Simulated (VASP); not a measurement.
# Sn4F (Im-3m) in VASP: a series of runs, part 2 of 2

VASP 6.6.1. Earlier steps stand in the parts before.

## Step 3: Single point, PBE

This run uses another cell than the first one, of 25.91 Å³/atom.

File INCAR:

```
SYSTEM = Sn4F
PREC     = Accurate       ! precision mode
ENCUT    = 520            ! plane-wave cutoff, eV
EDIFF    = 1E-6           ! SCF threshold, eV
ISMEAR   = 0              ! smearing method
SIGMA    = 0.1            ! smearing width, eV
LREAL    = .False.        ! projectors in reciprocal space
LASPH    = .True.         ! aspherical terms in the spheres
NELM     = 80             ! most SCF steps
ALGO     = Normal         ! electronic algorithm
ISIF     = 2              ! what is computed and relaxed
LWAVE    = .False.        ! write WAVECAR
LCHARG   = .False.        ! write CHGCAR
GGA      = PE             ! functional
NBANDS   = 40             ! bands
```

File KPOINTS:

```
regular mesh
0
Gamma
  8 8 8
  0 0 0
```

File POSCAR:

```
Sn4F
1.0
   -3.1874165879      3.1874165879      3.1874165879
    3.1874165879     -3.1874165879      3.1874165879
    3.1874165879      3.1874165879     -3.1874165879
Sn F
4 1
Direct
    0.0000000000      0.0000000000      0.5000000000
    0.5000000000      0.0000000000      0.0000000000
    0.0000000000      0.5000000000      0.0000000000
    0.5000000000      0.5000000000      0.5000000000
    0.0000000000      0.0000000000      0.0000000000
```

Potentials or basis: VASP PAW PBE potentials, release 64 (Sn_d, F).

The run is started by

```
> cat potpaw_PBE.64/Sn_d/POTCAR potpaw_PBE.64/F/POTCAR > POTCAR
> mpirun -np 1 vasp_std > vasp.out
```

OUTCAR:

```text
SYSTEM = Sn4F
   PREC = Accurate
   ENCUT = 520
   EDIFF = 1E-6
   ISMEAR = 0
   LREAL = .False.
   LASPH = .True.
   NELM = 80
   ISIF = 2
   GGA = PE

 ion  position               nearest neighbor table
   1  0.000  0.000  0.500-   5 2.76   5 2.76   4 3.19   2 3.19   3 3.19   3 3.19   2 3.19   4 3.19

   2  0.500  0.000  0.000-   5 2.76   5 2.76   4 3.19   1 3.19   4 3.19   3 3.19   1 3.19   3 3.19

   3  0.000  0.500  0.000-   5 2.76   5 2.76   4 3.19   1 3.19   2 3.19   1 3.19   4 3.19   2 3.19

   4  0.500  0.500  0.500-   5 2.76   5 2.76   3 3.19   1 3.19   2 3.19   3 3.19   1 3.19   2 3.19

   5  0.000  0.000  0.000-   1 2.76   2 2.76   3 2.76   4 2.76   1 2.76   3 2.76   2 2.76   4 2.76

  LATTYP: Found a body centered cubic cell.
 ALAT       =     6.3748331758

  Lattice vectors:

 A1 = (  -3.1874165879,   3.1874165879,   3.1874165879)
 A2 = (   3.1874165879,  -3.1874165879,   3.1874165879)
 A3 = (   3.1874165879,   3.1874165879,  -3.1874165879)

Analysis of symmetry for initial positions (statically):
=====================================================================
 Subroutine PRICEL returns:
 Original cell was already a primitive cell.
[... 180 lines left out ...]
 cond. band min:       6.4715433392   @ k =   0.3750   0.0000   0.0000
 fundamental gap:      0.0581539387
 Fermi energy:         6.4264703953

 k-point     1 :       0.0000    0.0000    0.0000
  band No.  band energies     occupation
      1     -17.1531      2.00000
      2     -15.2326      2.00000
      3     -15.2326      2.00000
      4     -15.1129      2.00000
      5     -15.1129      2.00000
      6     -15.1129      2.00000
[... 1021 lines left out ...]
     39      12.5968      0.00000
     40      13.1715      0.00000

 [... further k-points ...]

------------------------ aborting loop because EDIFF is reached ----------------------------------------

  FORCE on cell =-STRESS in cart. coord.  units (eV):
  Direction    XX          YY          ZZ          XY          YZ          ZX
  --------------------------------------------------------------------------------------
  -------------------------------------------------------------------------------------
  Total       -0.0491410     -0.0491410     -0.0491410      0.0000000      0.0000000      0.0000000
  in kB       -0.6078246     -0.6078246     -0.6078246      0.0000000      0.0000000      0.0000000
  external PRESSURE =      -0.6078246 kB  Pullay stress =       0.0000000 kB

 VOLUME and BASIS-vectors are now :
 -----------------------------------------------------------------------------
  energy-cutoff  :      520.00
  volume of cell :      129.53
      direct lattice vectors                 reciprocal lattice vectors
    -3.187416588  3.187416588  3.187416588     0.000000000  0.156866850  0.156866850
     3.187416588 -3.187416588  3.187416588     0.156866850  0.000000000  0.156866850
     3.187416588  3.187416588 -3.187416588     0.156866850  0.156866850  0.000000000

 POSITION                                       TOTAL-FORCE (eV/Angst)
 -----------------------------------------------------------------------------------
      1.59371      1.59371     -1.59371         0.000000     -0.000000     -0.000000
     -1.59371      1.59371      1.59371         0.000000     -0.000000      0.000000
      1.59371     -1.59371      1.59371        -0.000000      0.000000      0.000000
      1.59371      1.59371      1.59371         0.000000      0.000000     -0.000000
      0.00000      0.00000      0.00000        -0.000000      0.000000     -0.000000
 -----------------------------------------------------------------------------------
    total drift:                               -0.000000     -0.000000      0.000000

  FREE ENERGIE OF THE ION-ELECTRON SYSTEM (eV)
  ---------------------------------------------------
  free  energy   TOTEN  =       -18.7258202743 eV

  energy  without entropy=      -18.7055899693  energy(sigma->0) =      -18.71570512
```

OSZICAR:

```text
N       E                     dE             d eps       ncg     rms          rms(c)
DAV:   1     0.678723053302E+03    0.67872E+03   -0.30582E+04  2464   0.237E+03
DAV:   2     0.864915202291E+02   -0.59223E+03   -0.57152E+03  2328   0.638E+02
DAV:   3    -0.143212541097E+02   -0.10081E+03   -0.97479E+02  2720   0.208E+02
DAV:   4    -0.196096603376E+02   -0.52884E+01   -0.52722E+01  2616   0.518E+01
DAV:   5    -0.197538216664E+02   -0.14416E+00   -0.14414E+00  2960   0.923E+00    0.643E+00
DAV:   6    -0.186733304510E+02    0.10805E+01   -0.37924E+00  3128   0.134E+01    0.282E+00
DAV:   7    -0.187400791769E+02   -0.66749E-01   -0.13485E+00  2672   0.451E+00    0.166E+00
DAV:   8    -0.187394611120E+02    0.61806E-03   -0.27329E-01  2912   0.254E+00    0.837E-01
DAV:   9    -0.187247455602E+02    0.14716E-01   -0.61398E-02  3288   0.176E+00    0.127E-01
DAV:  10    -0.187259503887E+02   -0.12048E-02   -0.12426E-02  2768   0.691E-01    0.118E-01
DAV:  11    -0.187258392463E+02    0.11114E-03   -0.24945E-03  3088   0.334E-01    0.493E-02
DAV:  12    -0.187258165084E+02    0.22738E-04   -0.51417E-04  2856   0.146E-01    0.104E-02
DAV:  13    -0.187258201390E+02   -0.36306E-05   -0.70730E-05  2808   0.469E-02    0.582E-03
DAV:  14    -0.187258206171E+02   -0.47814E-06   -0.11985E-05  3008   0.181E-02    0.376E-03
DAV:  15    -0.187258202743E+02    0.34280E-06   -0.10101E-06  1736   0.748E-03
   1 F= -.18725820E+02 E0= -.18715705E+02  d E =-.202303E-01
```

Run time: 90 s. Hardware: 1 thread of Intel Xeon 6975P-C (Granite Rapids), shared host; peak memory 0.32 GiB.

Results:

- Free energy: -18.7258 eV
- Pressure: -0.1 GPa
- Band gap on the k mesh: zero (an odd number of electrons rules out a gap without spin polarisation)

Caveat: spin-orbit coupling is left out, which moves the levels of the heavy elements.

## Step 4: Relaxation of cell and atoms, PBE

File INCAR:

```
ALGO = Normal ; EDIFF = 1E-7
EDIFFG = -0.01 ; ENCUT = 600
GGA = PE ; IBRION = 2
ISIF = 3 ; ISMEAR = 0
LASPH = True ; LCHARG = False
LREAL = False ; LWAVE = False
NELM = 80 ; NSW = 100
PREC = Accurate ; SIGMA = 0.1
```

File KPOINTS:

```
k-points
0
Gamma
  8 8 8
```

Changes to POSCAR since step 3:

```diff
@@ -2,5 +2,5 @@
 1.0
-   -3.1874165879      3.1874165879      3.1874165879
-    3.1874165879     -3.1874165879      3.1874165879
-    3.1874165879      3.1874165879     -3.1874165879
+   -3.1487879300      3.1487879300      3.1487879300
+    3.1487879300     -3.1487879300      3.1487879300
+    3.1487879300      3.1487879300     -3.1487879300
 Sn F
```

The run is started by

```
> cat potpaw_PBE.64/Sn_d/POTCAR potpaw_PBE.64/F/POTCAR > POTCAR
> mpirun -np 1 vasp_std > vasp.out
```

It took 4.8 min on 1 thread of Intel Xeon 6975P-C (Granite Rapids), shared host; peak memory 0.41 GiB.

Results (log left out):

* Free energy: -18.7253 eV
* Relaxed volume: 25.89 Å³/atom
* Relaxed cell: a = 5.519 Å, b = 5.519 Å, c = 5.519 Å, α = 109.47°, β = 109.47°, γ = 109.47°
* Space group after relaxing (to 0.1 Å): Im-3m (No. 229)
* Energy gained by relaxing: 5.0 meV/atom
* Ionic steps: 3
* Pressure after relaxing: 0.0 GPa
* Band gap on the k mesh: zero (an odd number of electrons rules out a gap without spin polarisation)

Step by step:
```
step  energy change (eV)  largest force (eV/Å)  pressure (GPa)  volume (Å³)
   1              0.0000                0.0000            1.82       124.88
   2             -0.0246                0.0000           -0.23       130.08
   3             -0.0250                0.0000            0.00       129.43
```

Final structure:
```yaml
crystal:
  lattice:
    - [-3.18658, 3.18658, 3.18658]
    - [3.18658, -3.18658, 3.18658]
    - [3.18658, 3.18658, -3.18658]
  atoms:
    - { symbol: Sn, position: [0.00000, 0.00000, 0.50000] }
    - { symbol: Sn, position: [0.50000, 0.00000, 0.00000] }
    - { symbol: Sn, position: [0.00000, 0.50000, 0.00000] }
    - { symbol: Sn, position: [0.50000, 0.50000, 0.50000] }
    - { symbol: F, position: [0.00000, 0.00000, 0.00000] }
```

Levels at points of the mesh, in eV from the Fermi level:
| k point | band 28 | band 29 | band 30 | band 31 | band 32 | band 33 | band 34 | band 35 | band 36 | band 37 |
| --- | --- | --- | --- | --- | --- | --- | --- | --- | --- | --- |
| (0.00, 0.00, 0.00) | -4.89 | -1.96 | -1.96 | -1.96 | -0.23 | -0.23 | -0.23 | 2.91 | 2.91 | 5.25 |
| (0.50, 0.00, 0.00) | -3.71 | -2.08 | -1.82 | 0.17 | 0.71 | 1.21 | 1.64 | 2.16 | 2.29 | 3.28 |
| (0.50, 0.50, 0.50) | -4.10 | -4.10 | -2.77 | -1.84 | -0.01 | -0.01 | -0.01 | 6.49 | 6.49 | 6.49 |

Caveat: spin-orbit coupling is left out, which moves the levels of the heavy elements.

## Step 5: Summary

```tsv
task	cell	k mesh	cutoff (eV)	gap on the mesh (eV)	pressure (GPa)
single point	a = 5.454 Å, angles 109.5°, 5 atoms	4 × 4 × 4	520	none	1.9
single point	a = 5.521 Å, angles 109.5°, 5 atoms	8 × 8 × 8	520	none	-0.1
relaxation of cell and atoms	relaxed from a = 5.454 Å, angles 109.5°, 5 atoms	8 × 8 × 8	600	none	0.0
```

Alike in all rows: level PBE; potentials or basis VASP PAW PBE potentials, release 64 (Sn_d, F); no spin polarisation; smearing gaussian 0.1 eV.

Caveats: spin-orbit coupling is left out, which moves the levels of the heavy elements.

Absolute energies hang on the potentials; compare differences alone.

The gap in the log of VASP goes by the Fermi energy; the results here count the filled bands.